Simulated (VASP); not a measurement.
# W4O in VASP: notebook

W4O is run at these levels: PBE; tasks: relaxation of the atoms.

Everything below comes from runs of VASP 6.6.1. Logs are shortened: lines on timing, memory, paths and dates and some standing lists are left out, and cuts for length are marked.

## 1. The cell of the first run

The cell holds a slab with vacuum, 5 atoms: a = 3.184 Å, b = 3.184 Å, c = 20.143 Å, α = 90.00°, β = 90.00°, γ = 90.00°.

## 2. Relaxation of the atoms, PBE

Input file INCAR:

```
ALGO = Fast ; DIPOL = 0.5 0.5 0.346
EDIFF = 1E-7 ; EDIFFG = -0.025
ENCUT = 520 ; GGA = PE
IBRION = 2 ; IDIPOL = 3
ISIF = 2 ; ISMEAR = 0
LASPH = T ; LCHARG = F
LDIPOL = T ; LREAL = F
LWAVE = F ; NELM = 60
NSW = 36 ; PREC = Accurate
SIGMA = 0.1
```

Input file KPOINTS:

```
k-points
0
Gamma
  8 8 1
```

Input file POSCAR:

```
W4O
1.0
    3.1836991688      0.0000000000      0.0000000000
    0.0000000000      3.1836991688      0.0000000000
    0.0000000000      0.0000000000     20.1425775749
W O
4 1
Selective dynamics
Direct
    0.5000000000      0.5000000000      0.1985843165  F F F
    0.0000000000      0.0000000000      0.2776134069  F F F
    0.5000000000      0.5000000000      0.3599451800  F F F
    0.0000000000      0.0000000000      0.4290700901  F F F
    0.3750000000      0.5000000000      0.4625150017  F F T
```

Potentials or basis: VASP PAW PBE potentials, release 64 (W_sv, O).

On the command line:

```console
> cat potpaw_PBE.64/W_sv/POTCAR potpaw_PBE.64/O/POTCAR > POTCAR
> mpirun -np 1 vasp_std > vasp.out
```

OUTCAR:

```text
EDIFF = 1E-7
   EDIFFG = -0.025
   ENCUT = 520
   GGA = PE
   IBRION = 2
   ISIF = 2
   ISMEAR = 0
   LASPH = T
   LREAL = F
   NELM = 60
   NSW = 36
   PREC = Accurate

 ion  position               nearest neighbor table
   1  0.500  0.500  0.199-   2 2.76   2 2.76   2 2.76   2 2.76   3 3.25
   2  0.000  0.000  0.278-   1 2.76   1 2.76   1 2.76   1 2.76   3 2.80   3 2.80   3 2.80   3 2.80
                             4 3.05
   3  0.500  0.500  0.360-   5 2.10   4 2.65   4 2.65   4 2.65   4 2.65   2 2.80   2 2.80   2 2.80
                             2 2.80   1 3.25
   4  0.000  0.000  0.429-   5 2.10   5 2.10   5 2.64   5 2.64   3 2.65   3 2.65   3 2.65   3 2.65
                             2 3.05
   5  0.375  0.500  0.463-   4 2.10   4 2.10   3 2.10   4 2.64   4 2.64

  LATTYP: Found a simple tetragonal cell.
 ALAT       =     3.1836991688
 C/A-ratio  =     6.3267841925

  Lattice vectors:

 A1 = (   3.1836991688,   0.0000000000,   0.0000000000)
 A2 = (   0.0000000000,   3.1836991688,   0.0000000000)
 A3 = (   0.0000000000,   0.0000000000,  20.1425775749)

Analysis of symmetry for initial positions (statically):
=====================================================================
 Subroutine PRICEL returns:
 Original cell was already a primitive cell.

 Routine SETGRP: Setting up the symmetry group for a
 simple tetragonal supercell.

 Subroutine GETGRP returns: Found  2 space group operations
 (whereof  2 operations were pure point group operations)
 out of a pool of 16 trial point group operations.

The static configuration has the point symmetry C_1h.

Analysis of symmetry for dynamics (positions and initial velocities):
=====================================================================
 Subroutine PRICEL returns:
 Original cell was already a primitive cell.

 Routine SETGRP: Setting up the symmetry group for a
 simple tetragonal supercell.

 Subroutine GETGRP returns: Found  2 space group operations
 (whereof  2 operations were pure point group operations)
 out of a pool of 16 trial point group operations.

The dynamic configuration has the point symmetry C_1h.

Analysis of constrained symmetry for selective dynamics:
=====================================================================
 Subroutine PRICEL returns:
 Original cell was already a primitive cell.

 Routine SETGRP: Setting up the symmetry group for a
 simple tetragonal supercell.

 Subroutine GETGRP returns: Found  2 space group operations
 (whereof  2 operations were pure point group operations)
 out of a pool of 16 trial point group operations.

The constrained configuration has the point symmetry C_1h.

 Subroutine INISYM returns: Found  2 space group operations
 (whereof  2 operations are pure point group operations),
 and found     1 'primitive' translations

----------------------------------------------------------------------------------------

                                     Primitive cell

  volume of cell :     204.1640

  direct lattice vectors                    reciprocal lattice vectors
     3.183699169  0.000000000  0.000000000     0.314100029  0.000000000  0.000000000
     0.000000000  3.183699169  0.000000000     0.000000000  0.314100029  0.000000000
     0.000000000  0.000000000 20.142577575     0.000000000  0.000000000  0.049646079

  length of vectors
     3.183699169  3.183699169 20.142577575     0.314100029  0.314100029  0.049646079

  position of ions in fractional coordinates (direct lattice)
     0.500000000  0.500000000  0.198584317
     0.000000000  0.000000000  0.277613407
     0.500000000  0.500000000  0.359945180
     0.000000000  0.000000000  0.429070090
     0.375000000  0.500000000  0.462515002

  ion indices of the primitive-cell ions
   primitive index   ion index
[... 23 lines left out ...]

  Shift w.r.t. Gamma in fractional coordinates (k-lattice)
     0.000000000  0.000000000  0.000000000

 Subroutine IBZKPT returns following result:
 ===========================================

 Found     25 irreducible k-points:

 Following reciprocal coordinates:
            Coordinates               Weight
  0.000000  0.000000  0.000000      1.000000
  0.125000  0.000000  0.000000      2.000000
  0.000000  0.125000  0.000000      2.000000
  0.250000  0.000000  0.000000      2.000000
  0.000000  0.250000  0.000000      2.000000
  0.375000  0.000000  0.000000      2.000000
[... 16 lines left out ...]
  0.500000  0.375000  0.000000      2.000000
 -0.375000  0.500000  0.000000      2.000000
   k-points           NKPTS =     25   k-points in BZ     NKDIM =     25   number of bands    NBANDS=     37
   number of dos      NEDOS =    301   number of ions     NIONS =      5
   total plane-waves  NPLWV =  86400
   dimension x,y,z NGX =    24 NGY =   24 NGZ =  150
   dimension x,y,z NGXF=    48 NGYF=   48 NGZF=  300
   ions per type =               4   1
   NGX,Y,Z   is equivalent  to a cutoff of  12.53, 12.53, 12.38 a.u.
[... 16 lines left out ...]
   NFREE  =      1    steps in history (QN), initial steepest desc. (CG)
   ISIF   =      2    stress and relaxation
   ISYM   =      2    0-nonsym 1-usesym 2-fastsym
   POTIM  = 0.5000    time-step for ionic-motion
   TEBEG  =    0.0;   TEEND  =   0.0 temperature during run
   PSTRESS=    0.0 pullay stress
   NELECT =      62.0000    total number of electrons
   NUPDOWN=      -1.0000    fix difference up-down
   EMIN   =  10.00;   EMAX   =-10.00  energy-range for DOS
   EFERMI =   0.00;   METHOD = LEGACY
   ISMEAR =     0;   SIGMA  =   0.10  broadening in eV -4-tet -1-fermi 0-gaus
   EFERMI_NEDOS =   21; number of points for ismear=-14 and -15
   IALGO  =     68    algorithm
   IMIX   =      4    mixing-type and parameters
     AMIX     =   0.40;   BMIX     =  1.00
     AMIX_MAG =   1.60;   BMIX_MAG =  1.00
  volume/ion in A,a.u.               =      40.83       275.55
  Fermi-wavevector in a.u.,A,eV,Ry     =   1.100388  2.079431 16.474654  1.210853
  Thomas-Fermi vector in A             =   2.236798
   LORBIT       =      0    0 simple, 1 ext, 2 COOP (PROOUT), +10 PAW based schemes
   GGA     = PE    functional components
   LHFCALC =     F    Hartree Fock is set to
   AEXX    =    0.0000 exact exchange contribution
   IVDW    =     0    specifies the selected vdW correction
   LEPSILON=     F    determine dielectric tensor
   LRPA    =     F    only Hartree local field effects (RPA)
 conjugate gradient relaxation of ions
 non-spin polarized calculation
 RMM-DIIS sequential band-by-band and
 Gauss-broadening in eV      SIGMA  =   0.10
  energy-cutoff  :      520.00
  volume of cell :      204.16
 maximum number of plane-waves:      5576
   NGX = 11   NGY = 11   NGZ = 75

--------------------------------------- Ionic step        1  -------------------------------------------

 number of electron      61.9999987 magnetization

 Free energy of the ion-electron system (eV)
  ---------------------------------------------------
  ext. energy  EPLUGINS =         0.00000000
  ---------------------------------------------------
  free energy    TOTEN  =       -54.04272946 eV

  energy without entropy =      -54.02184115  energy(sigma->0) =      -54.03228531

------------------------ aborting loop because EDIFF is reached ----------------------------------------

  FORCE on cell =-STRESS in cart. coord.  units (eV):
  Direction    XX          YY          ZZ          XY          YZ          ZX
  --------------------------------------------------------------------------------------
  -------------------------------------------------------------------------------------
  Total       -2.5559937     -3.8692559      1.0169493      0.0000000      0.0000000      0.4719375
  in kB      -20.0581683    -30.3639971      7.9805129      0.0000000      0.0000000      3.7035310
  external PRESSURE =     -14.1472175 kB  Pullay stress =       0.0000000 kB
[... 59 lines left out ...]
  FREE ENERGIE OF THE ION-ELECTRON SYSTEM (eV)
  ---------------------------------------------------
  free  energy   TOTEN  =       -54.1749210739 eV

  energy  without entropy=      -54.1537624770  energy(sigma->0) =      -54.16434178

 dipolmoment           0.000000      0.000000     -0.028755 electrons x Angstroem

--------------------------------------- Ionic step        3  -------------------------------------------

 number of electron      61.9999989 magnetization

------------------------ aborting loop because EDIFF is reached ----------------------------------------
[... 34 lines left out ...]
--------------------------------------- Ionic step        4  -------------------------------------------

 number of electron      61.9999989 magnetization

 dipolmoment           0.000000      0.000000      0.018187 electrons x Angstroem

 Free energy of the ion-electron system (eV)
  ---------------------------------------------------
  ext. energy  EPLUGINS =         0.00000000
  ---------------------------------------------------
  free energy    TOTEN  =       -54.21515144 eV

  energy without entropy =      -54.19566921  energy(sigma->0) =      -54.20541033

 E-fermi :   1.0359     XC(G=0):  -5.6537

 val. band max:        1.0291388714   @ k =   0.5000   0.1250   0.0000
 cond. band min:       1.0761651312   @ k =   0.0000   0.1250   0.0000
 fundamental gap:      0.0470262598
 Fermi energy:         1.0358596692

 k-point     1 :       0.0000    0.0000    0.0000
  band No.  band energies     occupation
      1     -73.7466      2.00000
      2     -73.1271      2.00000
      3     -72.9655      2.00000
      4     -72.8616      2.00000
      5     -38.1017      2.00000
      6     -38.0722      2.00000
[... 949 lines left out ...]
     36       3.7213      0.00000
     37       3.7923      0.00000

 [... further k-points ...]

------------------------ aborting loop because EDIFF is reached ----------------------------------------

 vacuum level on the upper side and lower side of the slab       (xc-potential included)         0.043        -0.312

  FORCE on cell =-STRESS in cart. coord.  units (eV):
  Direction    XX          YY          ZZ          XY          YZ          ZX
  --------------------------------------------------------------------------------------
  -------------------------------------------------------------------------------------
  Total       -4.4019751     -6.1708836     -2.2251363      0.0000000      0.0000000      0.4276272
  in kB      -34.5445125    -48.4260273    -17.4617635      0.0000000      0.0000000      3.3558055
  external PRESSURE =     -33.4774344 kB  Pullay stress =       0.0000000 kB
[... 20 lines left out ...]
  FREE ENERGIE OF THE ION-ELECTRON SYSTEM (eV)
  ---------------------------------------------------
  free  energy   TOTEN  =       -54.2151514425 eV

  energy  without entropy=      -54.1956692131  energy(sigma->0) =      -54.20541033

 reached required accuracy - stopping structural energy minimisation

 vacuum level on the upper side and lower side of the slab         5.398         5.032
```

It took 20 min on 1 thread of Oxide Virtual Turin-like, shared host; peak memory 0.35 GiB.

Results:

- Free energy: -54.2152 eV
- Energy gained by relaxing: 34.5 meV/atom
- Ionic steps: 4
- Band gap on the k mesh: zero (bands 31 and 32 overlap by 1.65 eV)

The path:
| step | energy change (eV) | largest force on free atoms (eV/Å) | pressure (GPa) |
| --- | --- | --- | --- |
| 1 | 0.0000 | 1.9491 | -1.41 |
| 2 | -0.1322 | 0.8967 | -2.48 |
| 3 | -0.1720 | 0.0862 | -3.42 |
| 4 | -0.1724 | 0.0043 | -3.35 |

Final structure:
```xyz
5
Lattice="3.1837 0.0000 0.0000 0.0000 3.1837 0.0000 0.0000 0.0000 20.1426" Properties=species:S:1:pos:R:3 pbc="T T T"
W     1.5918    1.5918    4.0000
W     0.0000    0.0000    5.5918
W     1.5918    1.5918    7.2502
W     0.0000    0.0000    8.6426
O     1.1939    1.5918    9.5018
```

Levels at points of the mesh, in eV from the Fermi level:
```csv
k point,band 28,band 29,band 30,band 31,band 32,band 33,band 34,band 35
"(0.00, 0.00, 0.00)",-1.14,-0.90,-0.53,-0.46,-0.44,-0.19,0.51,0.97
"(0.50, 0.00, 0.00)",-1.48,-0.83,-0.47,0.07,0.30,0.34,1.37,1.54
"(0.00, 0.50, 0.00)",-1.93,-0.75,-0.60,-0.47,0.18,0.64,1.53,1.68
"(0.50, 0.50, 0.00)",-1.36,-1.35,0.30,1.20,1.89,1.95,1.99,2.36
```

Caveat: spin-orbit coupling is left out, which moves the levels of the heavy elements.

## 3. Relaxation of the atoms, PBE

Input file INCAR:

```
SYSTEM = W4O
ALGO = Fast
DIPOL = 0.5 0.5 0.355
EDIFF = 1E-6
EDIFFG = -0.025
ENCUT = 520
GGA = PE
IBRION = 2
IDIPOL = 3
ISIF = 2
ISMEAR = 0
LASPH = .True.
LCHARG = .False.
LDIPOL = .True.
LREAL = .False.
LWAVE = .False.
NELM = 80
NSW = 36
PREC = Accurate
SIGMA = 0.1
```

Input file KPOINTS:

```
k-points
0
Gamma
  8 8 1
  0 0 0
```

POSCAR: that of step 2 with these lines changed.

```diff
@@ -13,2 +13,2 @@
     0.0000000000      0.0000000000      0.4290700901  F F F
-    0.3750000000      0.5000000000      0.4625150017  F F T
+    0.0000000000      0.2500000000      0.5104896599  F F T
```

Potentials or basis: VASP PAW PBE potentials, release 64 (W_sv, O).

On the command line:

```console
> cat potpaw_PBE.64/W_sv/POTCAR potpaw_PBE.64/O/POTCAR > POTCAR
> mpirun -np 1 vasp_std > vasp.out
```

Wall time 23 min (1 thread of Oxide Virtual Turin-like, shared host); peak memory 0.35 GiB.

Results (log left out):

| Item | Value |
| --- | --- |
| Free energy | -54.5095 eV |
| Energy gained by relaxing | 17.1 meV/atom |
| Ionic steps | 3 |
| Band gap on the k mesh | zero (bands 31 and 32 overlap by 2.06 eV) |

Step by step:
```tsv
step	energy change (eV)	largest force on free atoms (eV/Å)	pressure (GPa)
1	0.0000	2.2376	-2.50
2	-0.0607	1.4098	-0.34
3	-0.0853	0.0019	-1.15
```

Final structure:
```yaml
crystal:
  lattice:
    - [3.18370, 0.00000, 0.00000]
    - [0.00000, 3.18370, 0.00000]
    - [0.00000, 0.00000, 20.14258]
  atoms:
    - { symbol: W, position: [0.50000, 0.50000, 0.19858] }
    - { symbol: W, position: [0.00000, 0.00000, 0.27761] }
    - { symbol: W, position: [0.50000, 0.50000, 0.35995] }
    - { symbol: W, position: [0.00000, 0.00000, 0.42907] }
    - { symbol: O, position: [0.00000, 0.25000, 0.50691] }
```

Levels at points of the mesh, in eV from the Fermi level:
```
           k point  band 27  band 28  band 29  band 30  band 31  band 32  band 33  band 34  band 35  band 36
(0.00, 0.00, 0.00)    -0.72    -0.71    -0.63    -0.35    -0.20     0.15     0.23     0.81     1.41     1.73
(0.50, 0.00, 0.00)    -1.68    -1.32    -0.79    -0.30     0.14     0.60     0.71     1.11     2.45     2.66
(0.00, 0.50, 0.00)    -1.78    -1.61    -0.69    -0.15    -0.01     0.51     0.74     1.19     2.34     2.63
(0.50, 0.50, 0.00)    -1.92    -1.84    -0.62    -0.53     1.99     2.07     2.13     2.75     2.82     3.48
```

Caveat: spin-orbit coupling is left out, which moves the levels of the heavy elements.

## 4. Relaxation of the atoms, PBE

Input file INCAR:

```
SYSTEM = W4O
PREC     = Accurate       ! precision mode
ENCUT    = 520            ! plane-wave cutoff, eV
EDIFF    = 1E-7           ! SCF threshold, eV
ISMEAR   = 0              ! smearing method
SIGMA    = 0.1            ! smearing width, eV
LREAL    = .False.        ! projectors in reciprocal space
LASPH    = .True.         ! aspherical terms in the spheres
NELM     = 60             ! most SCF steps
ALGO     = Fast           ! electronic algorithm
ISIF     = 2              ! what is computed and relaxed
LWAVE    = .False.        ! write WAVECAR
LCHARG   = .False.        ! write CHGCAR
LDIPOL   = .True.       
IDIPOL   = 3            
DIPOL    = 0.5 0.5 0.348
GGA      = PE             ! functional
IBRION   = 2              ! ionic algorithm
NSW      = 36             ! ionic steps
EDIFFG   = -0.025         ! ionic threshold
```

Input file KPOINTS:

```
Automatic mesh
0
Gamma
  8 8 1
  0 0 0
```

POSCAR: that of step 3 with these lines changed.

```diff
@@ -13,2 +13,2 @@
     0.0000000000      0.0000000000      0.4290700901  F F F
-    0.0000000000      0.2500000000      0.5104896599  F F T
+    0.2500000000      0.5000000000      0.4771685809  F F T
```

On the command line:

```console
> cat potpaw_PBE.64/W_sv/POTCAR potpaw_PBE.64/O/POTCAR > POTCAR
> mpirun -np 1 vasp_std > vasp.out
```

It took 24 min on 1 thread of AMD EPYC 9755, shared host; peak memory 0.35 GiB.

The run converged. Its results:

| Quantity | Value |
| --- | --- |
| Free energy | -54.4644 eV |
| Energy gained by relaxing | 1.4 meV/atom |
| Ionic steps | 3 |
| Band gap on the k mesh | zero (bands 31 and 32 overlap by 1.54 eV) |

Step by step:
| step | energy change (eV) | largest force on free atoms (eV/Å) | pressure (GPa) |
| --- | --- | --- | --- |
| 1 | 0.0000 | 0.3742 | -2.06 |
| 2 | -0.0051 | 0.1889 | -2.26 |
| 3 | -0.0068 | 0.0004 | -2.46 |

Final structure:
```cif
data_structure
_symmetry_space_group_name_H-M 'P 1'
_symmetry_Int_Tables_number 1
_cell_length_a 3.1837
_cell_length_b 3.1837
_cell_length_c 20.1426
_cell_angle_alpha 90.000
_cell_angle_beta 90.000
_cell_angle_gamma 90.000
_cell_volume 204.16
loop_
_atom_site_label
_atom_site_type_symbol
_atom_site_fract_x
_atom_site_fract_y
_atom_site_fract_z
_atom_site_occupancy
W1 W 0.50000 0.50000 0.19858 1
W2 W 0.00000 0.00000 0.27761 1
W3 W 0.50000 0.50000 0.35995 1
W4 W 0.00000 0.00000 0.42907 1
O1 O 0.25000 0.50000 0.47898 1
```

Levels at points of the mesh, in eV from the Fermi level:
| k point | band 28 | band 29 | band 30 | band 31 | band 32 | band 33 | band 34 | band 35 |
| --- | --- | --- | --- | --- | --- | --- | --- | --- |
| (0.00, 0.00, 0.00) | -0.88 | -0.86 | -0.51 | -0.28 | -0.14 | 0.03 | 0.62 | 1.08 |
| (0.50, 0.00, 0.00) | -1.08 | -0.89 | -0.26 | -0.13 | 0.44 | 0.55 | 1.23 | 1.83 |
| (0.00, 0.50, 0.00) | -1.94 | -0.96 | -0.66 | -0.35 | 0.23 | 0.82 | 1.52 | 1.81 |
| (0.50, 0.50, 0.00) | -1.23 | -1.22 | 0.25 | 1.37 | 1.85 | 1.93 | 2.03 | 2.46 |

Caveat: spin-orbit coupling is left out, which moves the levels of the heavy elements.

## 5. Relaxation of the atoms, PBE

Input file INCAR:

```
SYSTEM = W4O
ALGO = Fast ; DIPOL = 0.5 0.5 0.353
EDIFF = 1E-7 ; EDIFFG = -0.025
ENCUT = 520 ; GGA = PE
IBRION = 2 ; IDIPOL = 3
ISIF = 2 ; ISMEAR = 0
LASPH = .TRUE. ; LCHARG = .FALSE.
LDIPOL = .TRUE. ; LREAL = .FALSE.
LWAVE = .FALSE. ; NELM = 80
NSW = 36 ; PREC = Accurate
SIGMA = 0.1
```

Input file KPOINTS:

```
k-points
0
G
  8 8 1
  0 0 0
```

POSCAR: that of step 4 with these lines changed.

```diff
@@ -13,2 +13,2 @@
     0.0000000000      0.0000000000      0.4290700901  F F F
-    0.2500000000      0.5000000000      0.4771685809  F F T
+    0.0000000000      0.3750000000      0.5015533656  F F T
```

On the command line:

```console
> cat potpaw_PBE.64/W_sv/POTCAR potpaw_PBE.64/O/POTCAR > POTCAR
> mpirun -np 1 vasp_std > vasp.out
```

Wall time 32 min (1 thread of Oxide Virtual Turin-like, shared host); peak memory 0.34 GiB.

The run converged. Its results:

* Free energy: -54.5887 eV
* Energy gained by relaxing: 20.5 meV/atom
* Ionic steps: 2
* Band gap on the k mesh: zero (bands 31 and 32 overlap by 1.97 eV)

The path:
```
step  energy change (eV)  largest force on free atoms (eV/Å)  pressure (GPa)
   1              0.0000                              2.0026           -3.16
   2             -0.1024                              0.0150           -1.75
```

Final structure:
```
W O
1.0
     3.18370    0.00000    0.00000
     0.00000    3.18370    0.00000
     0.00000    0.00000   20.14258
W O
4 1
Cartesian
  1.5918 1.5918 4.0000
  0.0000 0.0000 5.5918
  1.5918 1.5918 7.2502
  0.0000 0.0000 8.6426
  0.0000 1.1939 10.0060
```

Levels at points of the mesh, in eV from the Fermi level:
```
           k point  band 28  band 29  band 30  band 31  band 32  band 33  band 34  band 35
(0.00, 0.00, 0.00)    -0.72    -0.65    -0.23     0.00     0.16     0.28     0.77     1.56
(0.50, 0.00, 0.00)    -1.02    -0.86    -0.24     0.06     0.65     0.83     1.03     2.32
(0.00, 0.50, 0.00)    -1.71    -0.62    -0.07     0.00     0.43     0.82     1.09     2.36
(0.50, 0.50, 0.00)    -1.53    -0.76    -0.55     1.88     2.02     2.12     2.50     2.79
```

Caveat: spin-orbit coupling is left out, which moves the levels of the heavy elements.

## 6. Overview

```tsv
cell	gap on the mesh (eV)
atoms relaxed, atomic positions A	none
atoms relaxed, atomic positions B	none
atoms relaxed, atomic positions C	none
atoms relaxed, atomic positions D	none
```

Alike in all rows: task relaxation of the atoms; level PBE; potentials or basis VASP PAW PBE potentials, release 64 (W_sv, O); no spin polarisation; k mesh 8 × 8 × 1; cutoff (eV) 520; smearing gaussian 0.1 eV.

Caveats: spin-orbit coupling is left out, which moves the levels of the heavy elements.

Total energies depend on the potentials used, so only differences within one code and one set of settings carry meaning.
